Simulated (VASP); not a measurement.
# B (P4_2/m) in VASP: notebook

Runs on B. Level: PBE. Tasks: single point, relaxation of cell and atoms.

Program: VASP 6.6.1. These are calculated values, not measurements. Logs are shortened: lines on timing, memory, paths and dates and some standing lists are left out, and cuts for length are marked.

### 1 The cell of the first run

The structure is tetragonal, space group P4_2/m (No. 84). Conventional cell: a = 3.252 Å, b = 3.252 Å, c = 3.875 Å, α = 90.00°, β = 90.00°, γ = 90.00°. Within 2.4 Å of B (site symmetry -4) lie 10 B at 1.81 to 2.34 Å. B (site symmetry m) has 8 B at 1.73 to 2.29 Å within 2.3 Å.

### 2 Single point, PBE

INCAR

```
PREC = Accurate
ENCUT = 520
EDIFF = 1E-6
ISMEAR = 0
SIGMA = 0.1
LREAL = False
LASPH = True
NELM = 100
ALGO = Normal
ISIF = 2
LWAVE = False
LCHARG = False
GGA = PE
NBANDS = 18
```

KPOINTS

```
Automatic mesh
0
Gamma
  6 6 4
```

POSCAR

```
B
1.0
    3.2524608564      0.0000000000      0.0000000000
    0.0000000000      3.2524608564      0.0000000000
    0.0000000000      0.0000000000      3.8749230006
B
6
Direct
    0.0000000000      0.0000000000      0.2500000000
    0.0000000000      0.0000000000      0.7500000000
    0.6049513054      0.2550613895      0.5000000000
    0.3950486946      0.7449386105      0.5000000000
    0.7449386105      0.6049513054      0.0000000000
    0.2550613895      0.3950486946      0.0000000000
```

Potentials or basis: VASP PAW PBE potentials, release 64 (B).

Run with:

```bash
$ cat potpaw_PBE.64/B/POTCAR > POTCAR
$ mpirun -np 1 vasp_std > vasp.out
```

OUTCAR:

```text
PREC = Accurate
   ENCUT = 520
   EDIFF = 1E-6
   ISMEAR = 0
   LREAL = False
   LASPH = True
   NELM = 100
   ISIF = 2
   GGA = PE

 ion  position               nearest neighbor table
   1  0.000  0.000  0.250-   3 1.81   4 1.81   5 1.81   6 1.81   2 1.94   2 1.94
   2  0.000  0.000  0.750-   3 1.81   4 1.81   5 1.81   6 1.81   1 1.94   1 1.94
   3  0.605  0.255  0.500-   4 1.73   4 1.79   1 1.81   2 1.81
   4  0.395  0.745  0.500-   3 1.73   3 1.79   2 1.81   1 1.81
   5  0.745  0.605  0.000-   6 1.73   6 1.79   2 1.81   1 1.81
   6  0.255  0.395  0.000-   5 1.73   5 1.79   1 1.81   2 1.81

  LATTYP: Found a simple tetragonal cell.
 ALAT       =     3.2524608564
 C/A-ratio  =     1.1913819018

  Lattice vectors:

 A1 = (   3.2524608564,   0.0000000000,   0.0000000000)
 A2 = (   0.0000000000,   3.2524608564,   0.0000000000)
 A3 = (   0.0000000000,   0.0000000000,   3.8749230006)

Analysis of symmetry for initial positions (statically):
=====================================================================
 Subroutine PRICEL returns:
 Original cell was already a primitive cell.

 Routine SETGRP: Setting up the symmetry group for a
 simple tetragonal supercell.

 Subroutine GETGRP returns: Found  8 space group operations
 (whereof  4 operations were pure point group operations)
 out of a pool of 16 trial point group operations.

The static configuration has the point symmetry C_2h.
 The point group associated with its full space group is C_4h.

Analysis of symmetry for dynamics (positions and initial velocities):
=====================================================================
 Subroutine PRICEL returns:
 Original cell was already a primitive cell.

 Routine SETGRP: Setting up the symmetry group for a
 simple tetragonal supercell.

 Subroutine GETGRP returns: Found  8 space group operations
 (whereof  4 operations were pure point group operations)
 out of a pool of 16 trial point group operations.

The dynamic configuration has the point symmetry C_2h.
 The point group associated with its full space group is C_4h.

 Subroutine INISYM returns: Found  8 space group operations
 (whereof  4 operations are pure point group operations),
 and found     1 'primitive' translations

----------------------------------------------------------------------------------------

                                     Primitive cell

  volume of cell :      40.9909

  direct lattice vectors                    reciprocal lattice vectors
     3.252460856  0.000000000  0.000000000     0.307459503  0.000000000  0.000000000
     0.000000000  3.252460856  0.000000000     0.000000000  0.307459503  0.000000000
     0.000000000  0.000000000  3.874923001     0.000000000  0.000000000  0.258069644

  length of vectors
     3.252460856  3.252460856  3.874923001     0.307459503  0.307459503  0.258069644

  position of ions in fractional coordinates (direct lattice)
     0.000000000  0.000000000  0.250000000
     0.000000000  0.000000000  0.750000000
     0.604951305  0.255061389  0.500000000
     0.395048695  0.744938611  0.500000000
     0.744938611  0.604951305  0.000000000
     0.255061389  0.395048695  0.000000000

  ion indices of the primitive-cell ions
   primitive index   ion index
                 1           1
                 2           2
                 3           3
                 4           4
                 5           5
                 6           6

----------------------------------------------------------------------------------------

 KPOINTS: Automatic mesh

Automatic generation of k-mesh.
 Grid dimensions read from file:
 generate k-points for:    6    6    4

 Generating k-lattice:

  Cartesian coordinates                     Fractional coordinates (reciprocal lattice)
     0.051243251  0.000000000  0.000000000     0.166666667  0.000000000  0.000000000
     0.000000000  0.051243251  0.000000000     0.000000000  0.166666667  0.000000000
     0.000000000  0.000000000  0.064517411     0.000000000  0.000000000  0.250000000

  Length of vectors
     0.051243251  0.051243251  0.064517411

  Shift w.r.t. Gamma in fractional coordinates (k-lattice)
     0.000000000  0.000000000  0.000000000

 Subroutine IBZKPT returns following result:
 ===========================================

 Found     33 irreducible k-points:

 Following reciprocal coordinates:
            Coordinates               Weight
  0.000000  0.000000  0.000000      1.000000
  0.166667  0.000000  0.000000      4.000000
  0.333333  0.000000  0.000000      4.000000
  0.500000  0.000000  0.000000      2.000000
  0.166667  0.166667  0.000000      4.000000
  0.333333  0.166667  0.000000      4.000000
[... 16 lines left out ...]
  0.000000  0.000000  0.500000      1.000000
  0.166667  0.000000  0.500000      4.000000
 [... further k-points ...]
   k-points           NKPTS =     33   k-points in BZ     NKDIM =     33   number of bands    NBANDS=     18
[... 30 lines left out ...]
   EMIN   =  10.00;   EMAX   =-10.00  energy-range for DOS
   EFERMI =   0.00;   METHOD = LEGACY
   ISMEAR =     0;   SIGMA  =   0.10  broadening in eV -4-tet -1-fermi 0-gaus
   EFERMI_NEDOS =   21; number of points for ismear=-14 and -15
   IALGO  =     38    algorithm
   IMIX   =      4    mixing-type and parameters
     AMIX     =   0.40;   BMIX     =  1.00
     AMIX_MAG =   1.60;   BMIX_MAG =  1.00
  volume/ion in A,a.u.               =       6.83        46.10
  Fermi-wavevector in a.u.,A,eV,Ry     =   1.244333  2.351448 21.066777  1.548364
  Thomas-Fermi vector in A             =   2.378604
   LORBIT       =      0    0 simple, 1 ext, 2 COOP (PROOUT), +10 PAW based schemes
   GGA     = PE    functional components
   LHFCALC =     F    Hartree Fock is set to
   AEXX    =    0.0000 exact exchange contribution
   IVDW    =     0    specifies the selected vdW correction
   LEPSILON=     F    determine dielectric tensor
   LRPA    =     F    only Hartree local field effects (RPA)
 non-spin polarized calculation
 Gauss-broadening in eV      SIGMA  =   0.10
  energy-cutoff  :      520.00
  volume of cell :       40.99
 maximum number of plane-waves:      1124
   NGX = 13   NGY = 13   NGZ = 15

 number of electron      18.0000000 magnetization

 Free energy of the ion-electron system (eV)
  ---------------------------------------------------
  ext. energy  EPLUGINS =         0.00000000
  ---------------------------------------------------
  free energy    TOTEN  =       -34.54744266 eV

  energy without entropy =      -34.54253496  energy(sigma->0) =      -34.54498881

 E-fermi :   7.5458     XC(G=0): -12.1894

 val. band max:        7.5108501244   @ k =   0.0000   0.0000   0.2500
 cond. band min:       7.6451570997   @ k =   0.5000   0.0000   0.5000
 fundamental gap:      0.1343069753
 Fermi energy:         7.5458485533

 k-point     1 :       0.0000    0.0000    0.0000
  band No.  band energies     occupation
      1      -8.9676      2.00000
      2      -1.8806      2.00000
      3      -0.8893      2.00000
      4       0.9202      2.00000
      5       1.6967      2.00000
      6       1.6967      2.00000
[... 10 lines left out ...]
     17      15.2586      0.00000
     18      15.6439      0.00000

 k-point     2 :       0.1667    0.0000    0.0000
  band No.  band energies     occupation
      1      -8.6594      2.00000
      2      -1.9795      2.00000
      3      -0.9234      2.00000
      4      -0.5736      2.00000
      5       1.8825      2.00000
      6       2.1516      2.00000
[... 10 lines left out ...]
     17      15.3777      0.00000
     18      17.3834      0.00000

 k-point     3 :       0.3333    0.0000    0.0000
  band No.  band energies     occupation
      1      -7.7461      2.00000
      2      -4.0293      2.00000
      3      -0.9046      2.00000
      4       0.3337      2.00000
      5       2.1446      2.00000
      6       2.5194      2.00000
[... 412 lines left out ...]
 k-point    23 :       0.0000    0.0000    0.5000
  band No.  band energies     occupation
      1      -7.0076      2.00000
      2      -7.0076      2.00000
      3       2.0274      2.00000
      4       2.0274      2.00000
      5       2.6991      2.00000
      6       2.6991      2.00000
[... 10 lines left out ...]
     17      17.0969      0.00000
     18      17.0969      0.00000

 k-point    24 :       0.1667    0.0000    0.5000
  band No.  band energies     occupation
      1      -6.7175      2.00000
      2      -6.6942      2.00000
      3       0.3867      2.00000
      4       0.4771      2.00000
      5       2.5891      2.00000
      6       2.9361      2.00000
[... 10 lines left out ...]
     17      16.8526      0.00000
     18      17.1728      0.00000

 [... further k-points ...]

------------------------ aborting loop because EDIFF is reached ----------------------------------------

  FORCE on cell =-STRESS in cart. coord.  units (eV):
  Direction    XX          YY          ZZ          XY          YZ          ZX
  --------------------------------------------------------------------------------------
  -------------------------------------------------------------------------------------
  Total       -0.0196498     -0.0196498      0.0185375     -0.0000002      0.0000000      0.0000000
  in kB       -0.7680354     -0.7680354      0.7245622     -0.0000093      0.0000000      0.0000000
  external PRESSURE =      -0.2705029 kB  Pullay stress =       0.0000000 kB

 VOLUME and BASIS-vectors are now :
 -----------------------------------------------------------------------------
  energy-cutoff  :      520.00
  volume of cell :       40.99
      direct lattice vectors                 reciprocal lattice vectors
     3.252460856  0.000000000  0.000000000     0.307459503  0.000000000  0.000000000
     0.000000000  3.252460856  0.000000000     0.000000000  0.307459503  0.000000000
     0.000000000  0.000000000  3.874923001     0.000000000  0.000000000  0.258069644

 POSITION                                       TOTAL-FORCE (eV/Angst)
 -----------------------------------------------------------------------------------
      0.00000      0.00000      0.96873         0.000000      0.000000     -0.000000
      0.00000      0.00000      2.90619         0.000000      0.000000      0.000000
      1.96758      0.82958      1.93746        -0.008954      0.008950     -0.000000
      1.28488      2.42288      1.93746         0.008954     -0.008950      0.000000
      2.42288      1.96758      0.00000        -0.008950     -0.008954     -0.000000
      0.82958      1.28488      0.00000         0.008950      0.008954      0.000000
 -----------------------------------------------------------------------------------
    total drift:                               -0.000000     -0.000000      0.000000

  FREE ENERGIE OF THE ION-ELECTRON SYSTEM (eV)
  ---------------------------------------------------
  free  energy   TOTEN  =       -34.5474426579 eV

  energy  without entropy=      -34.5425349582  energy(sigma->0) =      -34.54498881
```

Wall time 13 s (1 thread of AMD EPYC 9R14 (Zen 4), shared host); peak memory 0.11 GiB.

Results:

```
Free energy            : -34.5474 eV
Pressure               : 0.0 GPa
Largest force          : 0.013 eV/Å
Band gap on the k mesh : zero (band 9 reaches 11.46 eV, above the bottom of band 10 at 5.79 eV)
```

Forces on the atoms (eV/Å):
```
B    0.000  0.000  0.000
B    0.000  0.000  0.000
B   -0.009  0.009  0.000
B    0.009 -0.009  0.000
B   -0.009 -0.009  0.000
B    0.009  0.009  0.000
```

Stress tensor (GPa, compression positive):
```
-0.08  0.00  0.00
 0.00 -0.08  0.00
 0.00  0.00  0.07
```

Levels at points of the mesh, in eV from the Fermi level:
| k point | band 5 | band 6 | band 7 | band 8 | band 9 | band 10 | band 11 | band 12 | band 13 | band 14 |
| --- | --- | --- | --- | --- | --- | --- | --- | --- | --- | --- |
| (0.00, 0.00, 0.00) | -5.85 | -5.85 | -3.69 | -1.25 | 0.91 | 0.91 | 1.14 | 4.92 | 4.92 | 5.31 |
| (0.50, 0.00, 0.00) | -5.55 | -4.73 | -4.56 | -3.07 | -2.00 | 1.71 | 2.27 | 2.51 | 5.15 | 5.73 |
| (0.50, 0.50, 0.00) | -6.95 | -3.05 | -2.96 | -2.96 | -2.29 | -1.40 | -1.40 | -1.15 | 9.40 | 9.40 |
| (0.00, 0.00, 0.50) | -4.85 | -4.85 | -2.17 | -2.17 | -1.76 | -1.76 | 1.28 | 1.28 | 7.42 | 7.42 |
| (0.50, 0.00, 0.50) | -4.07 | -3.77 | -1.75 | -1.57 | 0.10 | 0.37 | 2.60 | 4.06 | 4.07 | 4.43 |
| (0.50, 0.50, 0.50) | -8.38 | -8.38 | -7.40 | -7.40 | 3.91 | 3.91 | 4.38 | 4.38 | 7.77 | 7.77 |

Caveat: the k points lie up to 0.41 Å⁻¹ apart.

### 3 Relaxation of cell and atoms, PBE

This run uses another cell than the first one, of 6.41 Å³/atom, 0.939 times its volume.

INCAR

```
ALGO = Normal
EDIFF = 1E-7
EDIFFG = -0.04
ENCUT = 600
GGA = PE
IBRION = 2
ISIF = 3
ISMEAR = 0
LASPH = True
LCHARG = False
LREAL = False
LWAVE = False
NELM = 100
NSW = 90
PREC = Accurate
SIGMA = 0.1
```

KPOINTS

```
k-points
0
Gamma
  6 6 4
```

POSCAR

```
B
1.0
    2.8864738700      0.0000000000      0.0000000000
    0.0000000000      2.8864738700      0.0000000000
    0.0000000000      0.0000000000      4.6188564800
B
6
Direct
    0.0000000000      0.0000000000      0.2500000000
    0.0000000000      0.0000000000      0.7500000000
    0.6566823100      0.2368163300      0.5000000000
    0.3433176900      0.7631836700      0.5000000000
    0.7631836700      0.6566823100      0.0000000000
    0.2368163300      0.3433176900      0.0000000000
```

Potentials or basis: VASP PAW PBE potentials, release 64 (B).

Run with:

```bash
$ cat potpaw_PBE.64/B/POTCAR > POTCAR
$ mpirun -np 1 vasp_std > vasp.out
```

Wall time 2 min (1 thread of AMD EPYC 9R14 (Zen 4), shared host); peak memory 0.12 GiB.

The run converged. Its results:

```yaml
Free_energy: -34.5480 eV
Relaxed_volume: 6.83 Å³/atom
Relaxed_cell: a = 3.252 Å, b = 3.252 Å, c = 3.873 Å, α = 90.00°, β = 90.00°, γ = 90.00°
Space_group_after_relaxing_to_0.05_Å: P4_2/m (No. 84)
Energy_gained_by_relaxing: 510.2 meV/atom
Ionic_steps: 17
Pressure_after_relaxing: 0.1 GPa
Largest_force_after_relaxing: 0.025 eV/Å
Band_gap_on_the_k_mesh: zero (band 9 reaches 11.48 eV, above the bottom of band 10 at 5.79 eV)
```

Forces in eV/Å, atoms in the order of the input:
```
B    0.000  0.000  0.000
B    0.000  0.000  0.000
B   -0.004  0.024  0.000
B    0.004 -0.024  0.000
B   -0.024 -0.004  0.000
B    0.024  0.004  0.000
```

Stress tensor (GPa, compression positive):
```
-0.06  0.00  0.00
 0.00 -0.06  0.00
 0.00  0.00  0.30
```

Step by step:
```csv
step,energy change (eV),largest force (eV/Å),pressure (GPa),volume (Å³)
1,0.0000,4.5011,53.87,38.48
2,-0.4347,6.1523,-12.10,51.78
3,-2.0351,1.0454,2.58,45.01
4,-2.0385,0.9009,3.62,44.77
5,-2.3076,0.4758,-7.70,46.57
6,-2.3474,0.5951,-11.70,47.29
7,-2.6042,0.3959,-9.90,45.86
8,-3.0018,0.2958,-6.27,42.71
9,-1.3473,0.9850,33.04,35.62
10,-3.0189,0.4377,-5.00,41.80
11,-3.0181,0.3880,-5.64,42.11
12,-3.0197,0.4027,-5.46,42.00
13,-3.0552,0.1378,1.61,40.73
14,-3.0553,0.1498,1.26,40.78
15,-3.0606,0.0501,0.28,40.90
16,-3.0607,0.0499,0.21,40.91
17,-3.0609,0.0247,0.06,40.97
```

Final structure:
```
B
1.0
     3.25243    0.00000    0.00000
     0.00000    3.25243    0.00000
     0.00000    0.00000    3.87305
B
6
Direct
  0.00000 0.00000 0.25000
  0.00000 0.00000 0.75000
  0.60469 0.25485 0.50000
  0.39531 0.74515 0.50000
  0.74515 0.60469 0.00000
  0.25485 0.39531 0.00000
```

Levels at points of the mesh, in eV from the Fermi level:
| k point | band 6 | band 7 | band 8 | band 9 | band 10 | band 11 | band 12 | band 13 |
| --- | --- | --- | --- | --- | --- | --- | --- | --- |
| (0.00, 0.00, 0.00) | -5.86 | -3.69 | -1.24 | 0.92 | 0.92 | 1.13 | 4.93 | 4.93 |
| (0.50, 0.00, 0.00) | -4.74 | -4.56 | -3.06 | -2.01 | 1.71 | 2.28 | 2.51 | 5.73 |
| (0.50, 0.50, 0.00) | -3.05 | -2.96 | -2.96 | -2.28 | -1.40 | -1.40 | -1.14 | 9.40 |
| (0.00, 0.00, 0.50) | -4.85 | -2.17 | -2.17 | -1.76 | -1.76 | 1.29 | 1.29 | 7.44 |
| (0.50, 0.00, 0.50) | -3.78 | -1.75 | -1.57 | 0.10 | 0.37 | 2.60 | 4.06 | 4.08 |
| (0.50, 0.50, 0.50) | -8.38 | -7.40 | -7.40 | 3.93 | 3.93 | 4.39 | 4.39 | 7.78 |

Caveat: the k points lie up to 0.41 Å⁻¹ apart in the final cell.

### 4 Single point, PBE

This run uses another cell than the first one, of 6.89 Å³/atom, 1.009 times its volume.

INCAR

```
SYSTEM = B
PREC     = Accurate       ! precision mode
ENCUT    = 520            ! plane-wave cutoff, eV
EDIFF    = 1E-7           ! SCF threshold, eV
ISMEAR   = 0              ! smearing method
SIGMA    = 0.1            ! smearing width, eV
LREAL    = .False.        ! projectors in reciprocal space
LASPH    = .True.         ! aspherical terms in the spheres
NELM     = 60             ! most SCF steps
ALGO     = Normal         ! electronic algorithm
ISIF     = 2              ! what is computed and relaxed
LWAVE    = .False.        ! write WAVECAR
LCHARG   = .False.        ! write CHGCAR
GGA      = PE             ! functional
NBANDS   = 18             ! bands
```

KPOINTS

```
Automatic mesh
0
Gamma
  12 12 10
  0 0 0
```

POSCAR

```
B
1.0
    3.2402968997      0.0000000000      0.0000000000
    0.0000000000      3.2402968997      0.0000000000
    0.0000000000      0.0000000000      3.9391657357
B
6
Direct
    0.0000000000      0.0000000000      0.2500000000
    0.0000000000      0.0000000000      0.7500000000
    0.6054675039      0.2556807406      0.5000000000
    0.3945324961      0.7443192594      0.5000000000
    0.7443192594      0.6054675039      0.0000000000
    0.2556807406      0.3945324961      0.0000000000
```

Run with:

```bash
$ cat potpaw_PBE.64/B/POTCAR > POTCAR
$ mpirun -np 1 vasp_std > vasp.out
```

It took 74 s on 1 thread of AMD EPYC 9R14 (Zen 4), shared host; peak memory 0.19 GiB.

Results (log left out):

- Free energy: -34.5497 eV
- Pressure: 0.0 GPa
- Largest force: 0.012 eV/Å
- Band gap on the k mesh: zero (band 9 reaches 11.02 eV, above the bottom of band 10 at 5.76 eV)

Forces on the atoms (eV/Å):
```
B    0.000  0.000  0.000
B    0.000  0.000  0.000
B   -0.011  0.005  0.000
B    0.011 -0.005  0.000
B   -0.005 -0.011  0.000
B    0.005  0.011  0.000
```

Levels at points of the mesh, in eV from the Fermi level:
```tsv
k point	band 7	band 8	band 9	band 10	band 11	band 12
(0.00, 0.00, 0.00)	-3.53	-1.26	0.92	0.92	1.17	4.97
(0.50, 0.00, 0.00)	-4.52	-3.13	-1.78	2.00	2.33	2.47
(0.50, 0.50, 0.00)	-2.98	-2.95	-2.45	-1.48	-1.48	-1.30
(0.00, 0.00, 0.50)	-2.00	-2.00	-1.62	-1.62	0.96	0.96
(0.50, 0.00, 0.50)	-1.55	-1.40	0.13	0.36	2.66	3.84
(0.50, 0.50, 0.50)	-7.26	-7.26	3.64	3.64	4.20	4.20
```

### 5 Summary

| task | cell | k mesh | cutoff (eV) | gap on the mesh (eV) | pressure (GPa) | largest force (eV/Å) |
| --- | --- | --- | --- | --- | --- | --- |
| single point | a = 3.252, b = 3.252, c = 3.875 Å, 6 atoms | 6 × 6 × 4 | 520 | none | 0.0 | 0.01 |
| relaxation of cell and atoms | relaxed from a = 2.886, b = 2.886, c = 4.619 Å, 6 atoms | 6 × 6 × 4 | 600 | none | 0.1 | 0.02 |
| single point | a = 3.240, b = 3.240, c = 3.939 Å, 6 atoms | 12 × 12 × 10 | 520 | none | 0.0 | 0.01 |

Alike in all rows: level PBE; potentials or basis VASP PAW PBE potentials, release 64 (B); no spin polarisation; smearing gaussian 0.1 eV.

Caveats: some runs use coarse meshes.

Absolute energies hang on the potentials; compare differences alone.
